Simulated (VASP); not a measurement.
# CuI (Cmcm) in VASP: notebook

The runs below take CuI through single point, with PBEsol, BLYP, LDA.

Program: VASP 6.6.1. These are calculated values, not measurements. Logs are shortened: lines on timing, memory, paths and dates and some standing lists are left out, and cuts for length are marked.

### Step 1. The cell of the first run

The structure is orthorhombic, space group Cmcm (No. 63). The conventional cell has a = 7.466 Å, b = 7.422 Å, c = 4.307 Å, α = 90.00°, β = 90.00°, γ = 90.00°. Within 3.2 Å of Cu (site symmetry m2m) lie 2 Cu at 2.46 Å and 3 I at 2.58 to 2.59 Å. Within 3.4 Å of I (site symmetry m2m) lie 3 Cu at 2.58 to 2.59 Å.

### Step 2. Single point, PBEsol

Contents of INCAR:

```
PREC = Accurate ; ENCUT = 520
EDIFF = 1E-6 ; ISMEAR = 0
SIGMA = 0.01 ; LREAL = False
LASPH = True ; NELM = 100
ALGO = Normal ; ISIF = 2
LWAVE = False ; LCHARG = True
GGA = PS ; LELF = True
LVHAR = True ; NBANDS = 26
```

Contents of KPOINTS:

```
regular mesh
0
Gamma
  4 4 6
```

Contents of POSCAR:

```
CuI
1.0
    3.7331675900     -3.7110863700      0.0000000000
    3.7331675900      3.7110863700      0.0000000000
    0.0000000000      0.0000000000      4.3069976700
Cu I
2 2
Direct
    0.4204388296      0.5795611704      0.7499999994
    0.5795611704      0.4204388296      0.2500000006
    0.7700426803      0.2299573197      0.7499999994
    0.2299573197      0.7700426803      0.2500000006
```

Potentials or basis: VASP PAW PBE potentials, release 64 (Cu, I).

On the command line:

```
$ cat potpaw_PBE.64/Cu/POTCAR potpaw_PBE.64/I/POTCAR > POTCAR
$ mpirun -np 1 vasp_std > vasp.out
```

OUTCAR:

```text
PREC = Accurate
   ENCUT = 520
   EDIFF = 1E-6
   ISMEAR = 0
   LREAL = False
   LASPH = True
   NELM = 100
   ISIF = 2
   GGA = PS

 ion  position               nearest neighbor table
   1  0.420  0.580  0.750-   2 2.46   2 2.46   4 2.58   4 2.58   3 2.59
   2  0.580  0.420  0.250-   1 2.46   1 2.46   3 2.58   3 2.58   4 2.59
   3  0.770  0.230  0.750-   2 2.58   2 2.58   1 2.59
   4  0.230  0.770  0.250-   1 2.58   1 2.58   2 2.59

  LATTYP: Found a base centered orthorhombic cell.
 ALAT       =     7.4221727400
 B/A-ratio  =     1.0059500690
 C/A-ratio  =     0.5802879859

  Lattice vectors:

 A1 = (  -3.7331675900,  -3.7110863700,   0.0000000000)
 A2 = (   3.7331675900,  -3.7110863700,   0.0000000000)
 A3 = (   0.0000000000,   0.0000000000,   4.3069976700)

Analysis of symmetry for initial positions (statically):
=====================================================================
 Subroutine PRICEL returns:
 Original cell was already a primitive cell.

 Routine SETGRP: Setting up the symmetry group for a
 base centered orthorhombic supercell.

 Subroutine GETGRP returns: Found  8 space group operations
 (whereof  4 operations were pure point group operations)
 out of a pool of  8 trial point group operations.

The static configuration has the point symmetry C_2h.
 The point group associated with its full space group is D_2h.

Analysis of symmetry for dynamics (positions and initial velocities):
=====================================================================
 Subroutine PRICEL returns:
 Original cell was already a primitive cell.

 Routine SETGRP: Setting up the symmetry group for a
 base centered orthorhombic supercell.

 Subroutine GETGRP returns: Found  8 space group operations
 (whereof  4 operations were pure point group operations)
 out of a pool of  8 trial point group operations.

The dynamic configuration has the point symmetry C_2h.
 The point group associated with its full space group is D_2h.

 Subroutine INISYM returns: Found  8 space group operations
 (whereof  4 operations are pure point group operations),
 and found     1 'primitive' translations

----------------------------------------------------------------------------------------

                                     Primitive cell

[... 84 lines left out ...]
 SYSTEM =  unknown system
   PREC   = accura    normal or accurate (medium, high low for compatibility)
   ISTART =      0    job   : 0-new  1-cont  2-samecut
   ICHARG =      2    charge: 1-file 2-atom 10-const
   ISPIN  =      1    spin polarized calculation?
   LNONCOLLINEAR =      F non collinear calculations
   LSORBIT =      F    spin-orbit coupling
   LASPH  =      T    aspherical Exc in radial PAW
   ENCUT  =  520.0 eV  38.22 Ry    6.18 a.u.   9.79  9.79  8.01*2*pi/ulx,y,z
   NELM   =    100;   NELMIN=  2; NELMDL= -5     # of ELM steps
   EDIFF  = 0.1E-05   stopping-criterion for ELM
   LREAL  =      F    real-space projection
   EDIFFG = 0.1E-04   stopping-criterion for IOM
   NSW    =      0    number of steps for IOM
   IBRION =     -1    ionic relax: 0-MD 1-quasi-New 2-CG
   NFREE  =      0    steps in history (QN), initial steepest desc. (CG)
   ISIF   =      2    stress and relaxation
   ISYM   =      2    0-nonsym 1-usesym 2-fastsym
   POTIM  = 0.5000    time-step for ionic-motion
   TEBEG  =    0.0;   TEEND  =   0.0 temperature during run
   PSTRESS=    0.0 pullay stress
   NELECT =      36.0000    total number of electrons
   NUPDOWN=      -1.0000    fix difference up-down
   EMIN   =  10.00;   EMAX   =-10.00  energy-range for DOS
   EFERMI =   0.00;   METHOD = LEGACY
   ISMEAR =     0;   SIGMA  =   0.01  broadening in eV -4-tet -1-fermi 0-gaus
   EFERMI_NEDOS =   21; number of points for ismear=-14 and -15
   IALGO  =     38    algorithm
   IMIX   =      4    mixing-type and parameters
     AMIX     =   0.40;   BMIX     =  1.00
     AMIX_MAG =   1.60;   BMIX_MAG =  1.00
  volume/ion in A,a.u.               =      29.83       201.34
  Fermi-wavevector in a.u.,A,eV,Ry     =   1.097947  2.074818 16.401647  1.205487
  Thomas-Fermi vector in A             =   2.234316
   LORBIT       =      0    0 simple, 1 ext, 2 COOP (PROOUT), +10 PAW based schemes
   GGA     = PS    functional components
   LHFCALC =     F    Hartree Fock is set to
   AEXX    =    0.0000 exact exchange contribution
   IVDW    =     0    specifies the selected vdW correction
   LEPSILON=     F    determine dielectric tensor
   LRPA    =     F    only Hartree local field effects (RPA)
 non-spin polarized calculation
 Gauss-broadening in eV      SIGMA  =   0.01
  energy-cutoff  :      520.00
  volume of cell :      119.34
 maximum number of plane-waves:      3240
   NGX = 19   NGY = 19   NGZ = 17

 number of electron      35.9999983 magnetization

 Free energy of the ion-electron system (eV)
  ---------------------------------------------------
  ext. energy  EPLUGINS =         0.00000000
  ---------------------------------------------------
  free energy    TOTEN  =       -12.33385922 eV

  energy without entropy =      -12.33385922  energy(sigma->0) =      -12.33385922

 E-fermi :   3.7627     XC(G=0):  -8.7835

 val. band max:        3.7162407317   @ k =   0.0000   0.0000   0.0000
 cond. band min:       4.6552017449   @ k =   0.0000   0.0000   0.0000
 fundamental gap:      0.9389610133
 Fermi energy:         3.7627340632

 k-point     1 :       0.0000    0.0000    0.0000
  band No.  band energies     occupation
      1     -10.1583      2.00000
      2      -9.4131      2.00000
      3      -1.8649      2.00000
      4      -0.5263      2.00000
      5      -0.3075      2.00000
      6      -0.2319      2.00000
[... 685 lines left out ...]
     25      12.3583      0.00000
     26      12.3585      0.00000

 [... further k-points ...]
[... 5 lines left out ...]
  --------------------------------------------------------------------------------------
  -------------------------------------------------------------------------------------
  Total       -0.4144809     -1.1232066     -1.3497208      0.0000000      0.0000000      0.0000000
  in kB       -5.5645745    -15.0795040    -18.1205491      0.0000000      0.0000000      0.0000000
  external PRESSURE =     -12.9215425 kB  Pullay stress =       0.0000000 kB

 VOLUME and BASIS-vectors are now :
 -----------------------------------------------------------------------------
  energy-cutoff  :      520.00
  volume of cell :      119.34
      direct lattice vectors                 reciprocal lattice vectors
     3.733167590 -3.711086370  0.000000000     0.133934518 -0.134731437  0.000000000
     3.733167590  3.711086370  0.000000000     0.133934518  0.134731437  0.000000000
     0.000000000  0.000000000  4.306997670     0.000000000  0.000000000  0.232180297

 POSITION                                       TOTAL-FORCE (eV/Angst)
 -----------------------------------------------------------------------------------
      3.73317      0.59052      3.23025         0.000000      0.033846      0.000000
      3.73317     -0.59052      1.07675         0.000000     -0.033846     -0.000000
      3.73317     -2.00430      3.23025         0.000000      0.158288      0.000000
      3.73317      2.00430      1.07675         0.000000     -0.158288     -0.000000
 -----------------------------------------------------------------------------------
    total drift:                                0.000001     -0.000000      0.000000

  FREE ENERGIE OF THE ION-ELECTRON SYSTEM (eV)
  ---------------------------------------------------
  free  energy   TOTEN  =       -12.3338592167 eV

  energy  without entropy=      -12.3338592167  energy(sigma->0) =      -12.33385922
```

stdout:

```text
POSCAR found type information on POSCAR CuI
 POSCAR found :  2 types and       4 ions
 scaLAPACK will be used
 -----------------------------------------------------------------------------
|                                                                             |
|                                                                             |
|     You enforced a specific xc type in the INCAR file but a different       |
|     I HOPE YOU KNOW WHAT YOU ARE DOING!                                     |
|                                                                             |
 -----------------------------------------------------------------------------

 LDA part: xc-table for (Slater+PW92), standard interpolation
 POSCAR, INCAR and KPOINTS ok, starting setup
 FFT: planning ... GRIDC
 FFT: planning ... GRID_SOFT
 FFT: planning ... GRID
 WAVECAR not read
 entering main loop
```

Wall time 68 s (1 thread of Intel Xeon Platinum 8259CL at 2.50GHz (Skylake/Cascade Lake), shared host); peak memory 0.26 GiB.

What came out:

* Free energy: -12.3339 eV
* Pressure: -1.3 GPa
* Largest force: 0.158 eV/Å
* Band gap on the k mesh: 0.94 eV

Forces in eV/Å, atoms in the order of the input:
```
Cu   0.000  0.034  0.000
Cu   0.000 -0.034  0.000
I    0.000  0.158  0.000
I    0.000 -0.158  0.000
```

Levels at points of the mesh, in eV from the valence-band top:
```
           k point  band 14  band 15  band 16  band 17  band 18  band 19  band 20  band 21  band 22  band 23
(0.00, 0.00, 0.00)    -1.86    -1.81    -1.49    -0.93     0.00     0.94     1.66     2.38     4.56     5.04
(0.50, 0.00, 0.00)    -1.89    -1.79    -1.38    -1.36    -0.39     2.66     2.86     3.43     3.96     5.44
(0.50, 0.50, 0.00)    -1.95    -1.79    -1.06    -0.77    -0.21     1.60     2.68     4.21     4.86     5.22
(0.00, 0.00, 0.50)    -1.95    -1.83    -1.83    -1.60    -1.60     3.64     3.64     3.73     3.73     5.85
(0.50, 0.00, 0.50)    -1.97    -1.83    -1.83    -1.36    -1.36     2.13     2.13     3.40     3.40     7.28
(0.50, 0.50, 0.50)    -2.02    -1.80    -1.80    -1.62    -1.62     3.96     3.96     4.48     4.48     6.52
```

Caveat: the PAW data sets were made with another functional, which shifts forces and pressure a little; spin-orbit coupling is left out, which moves the levels of the heavy elements.

### Step 3. Single point, BLYP

Contents of INCAR:

```
SYSTEM = CuI
PREC = Accurate ; ENCUT = 520
EDIFF = 1E-6 ; ISMEAR = 0
SIGMA = 0.01 ; LREAL = .FALSE.
LASPH = .TRUE. ; NELM = 80
ALGO = Normal ; ISIF = 2
LWAVE = .FALSE. ; LCHARG = .FALSE.
GGA = B5 ; ALDAX = 1.0
AGGAX = 1.0 ; AGGAC = 1.0
ALDAC = 0.0 ; NBANDS = 26
```

Contents of KPOINTS:

```
regular mesh
0
G
  4 4 6
  0 0 0
```

POSCAR is that of step 2.

Potentials or basis: VASP PAW PBE potentials, release 64 (Cu, I).

On the command line:

```
$ cat potpaw_PBE.64/Cu/POTCAR potpaw_PBE.64/I/POTCAR > POTCAR
$ mpirun -np 1 vasp_std > vasp.out
```

Run time: 79 s. Hardware: 1 thread of Intel Xeon Platinum 8259CL at 2.50GHz (Skylake/Cascade Lake), shared host; peak memory 0.26 GiB.

It converged, with:

```yaml
Free_energy: -8.9393 eV
Pressure: 4.3 GPa
Largest_force: 0.534 eV/Å
Band_gap_on_the_k_mesh: 1.08 eV
```

Forces on the atoms (eV/Å):
```
Cu   0.000  0.203  0.000
Cu   0.000 -0.203  0.000
I    0.000 -0.534  0.000
I    0.000  0.534  0.000
```

Stress tensor (GPa, compression positive):
```
2.47 0.00 0.00
0.00 5.22 0.00
0.00 0.00 5.35
```

Levels at points of the mesh, in eV from the valence-band top:
| k point | band 15 | band 16 | band 17 | band 18 | band 19 | band 20 | band 21 | band 22 |
| --- | --- | --- | --- | --- | --- | --- | --- | --- |
| (0.00, 0.00, 0.00) | -1.85 | -1.52 | -0.91 | 0.00 | 1.08 | 1.87 | 2.48 | 4.76 |
| (0.50, 0.00, 0.00) | -1.84 | -1.40 | -1.36 | -0.39 | 2.75 | 2.91 | 3.60 | 4.18 |
| (0.50, 0.50, 0.00) | -1.83 | -1.06 | -0.74 | -0.20 | 1.68 | 2.79 | 4.39 | 5.03 |
| (0.00, 0.00, 0.50) | -1.85 | -1.85 | -1.60 | -1.60 | 3.68 | 3.68 | 3.91 | 3.91 |
| (0.50, 0.00, 0.50) | -1.86 | -1.86 | -1.38 | -1.38 | 2.26 | 2.26 | 3.56 | 3.56 |
| (0.50, 0.50, 0.50) | -1.83 | -1.83 | -1.65 | -1.65 | 4.00 | 4.00 | 4.66 | 4.66 |

Caveat: the cell stands under pressure; the PAW data sets were made with another functional, which shifts forces and pressure a little; spin-orbit coupling is left out, which moves the levels of the heavy elements.

### Step 4. Single point, LDA

Contents of INCAR:

```
PREC = Accurate ; ENCUT = 520
EDIFF = 1E-6 ; ISMEAR = 0
SIGMA = 0.01 ; LREAL = F
LASPH = T ; NELM = 60
ALGO = Normal ; ISIF = 2
LWAVE = F ; LCHARG = F
NBANDS = 26
```

Contents of KPOINTS:

```
Automatic mesh
0
Gamma
  4 4 6
```

POSCAR is that of step 3.

Potentials or basis: VASP PAW LDA potentials, release 64 (Cu, I).

On the command line:

```
$ cat potpaw_LDA.64/Cu/POTCAR potpaw_LDA.64/I/POTCAR > POTCAR
$ mpirun -np 1 vasp_std > vasp.out
```

Run time: 63 s. Hardware: 1 thread of Intel Xeon Platinum 8259CL at 2.50GHz (Skylake/Cascade Lake), shared host; peak memory 0.23 GiB.

The run converged. Its results:

- Free energy: -13.5077 eV
- Pressure: -3.2 GPa
- Largest force: 0.378 eV/Å
- Band gap on the k mesh: 0.90 eV

Forces in eV/Å, atoms in the order of the input:
```
Cu   0.000 -0.028  0.000
Cu   0.000  0.028  0.000
I    0.000  0.378  0.000
I    0.000 -0.378  0.000
```

Stress tensor (GPa, compression positive):
```
-1.42  0.00  0.00
 0.00 -3.71  0.00
 0.00  0.00 -4.34
```

Levels at points of the mesh, in eV from the valence-band top:
```
           k point  band 16  band 17  band 18  band 19  band 20  band 21
(0.00, 0.00, 0.00)    -1.51    -0.93     0.00     0.90     1.65     2.37
(0.50, 0.00, 0.00)    -1.39    -1.39    -0.40     2.64     2.84     3.43
(0.50, 0.50, 0.00)    -1.03    -0.76    -0.21     1.57     2.66     4.24
(0.00, 0.00, 0.50)    -1.87    -1.58    -1.58     3.62     3.62     3.73
(0.50, 0.00, 0.50)    -1.88    -1.36    -1.36     2.10     2.10     3.40
(0.50, 0.50, 0.50)    -1.85    -1.64    -1.64     3.96     3.96     4.48
```

Caveat: the cell stands under tension; spin-orbit coupling is left out, which moves the levels of the heavy elements.

### Step 5. Summary

```csv
level,potentials or basis,gap on the mesh (eV),pressure (GPa),largest force (eV/Å)
PBEsol,"VASP PAW PBE potentials, release 64 (Cu, I)",0.94,-1.3,0.16
BLYP,"VASP PAW PBE potentials, release 64 (Cu, I)",1.08,4.3,0.53
LDA,"VASP PAW LDA potentials, release 64 (Cu, I)",0.90,-3.2,0.38
```

Alike in all rows: task single point; no spin polarisation; cell as given; k mesh 4 × 4 × 6; cutoff (eV) 520; smearing gaussian 0.01 eV.

Caveats: spin-orbit coupling is left out, which moves the levels of the heavy elements; the PAW data sets were made with another functional, which shifts forces and pressure a little (at least some runs); the cell stands under pressure (at least some runs); the cell stands under tension (at least some runs).

Absolute energies hang on the potentials; compare differences alone.
